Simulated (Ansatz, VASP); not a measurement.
## Two plane-wave programs on CsB3N3

```
CELL_PARAMETERS angstrom
4.37923 0.00000 0.00000
-2.18962 3.79253 0.00000
0.00000 0.00000 6.98304
ATOMIC_POSITIONS crystal
Cs 0.00000 0.00000 0.50000
B 0.33333 0.66667 0.00000
B 0.66667 0.33333 0.00000
B 0.00000 0.00000 0.00000
N 0.33249 0.00000 0.00000
N 0.00000 0.33249 0.00000
N 0.66751 0.66751 0.00000
```

Alike in both runs: task single point; functional PBE; k mesh 6 × 6 × 4; occupations gaussian, width 0.1 eV; collinear spin.

|  | VASP | Ansatz |
| --- | --- | --- |
| version | VASP 6.6.1 | Ansatz 0.2.0 |
| potentials or method | VASP PAW PBE potentials, release 64 (Cs_sv, B, N), cutoff 520 eV | scalar-relativistic, plane waves, PAW |
| valence electrons in the cell | 33 | 33 |

VASP gave:

```
gap on the k mesh at the Fermi level (eV)                     : none
pressure (GPa)                                                : 0.1
traceless stress, the component that is largest in VASP (GPa) : 0.22
net moment per atom (μB)                                      : 0.00
```

Question: Estimate Ansatz's values.

Answer: gap on the k mesh at the Fermi level (eV): none; pressure (GPa): 0.1; traceless stress, the component that is largest in VASP (GPa): 0.29; net moment per atom (μB): 0.00.

A gap of «none» marks a metal or a gap that the smearing closes. With one functional, cell and mesh, what is left measures potentials, basis and numerics. Ansatz's warnings: seeded moment not kept.

Neither program's run includes spin-orbit coupling.
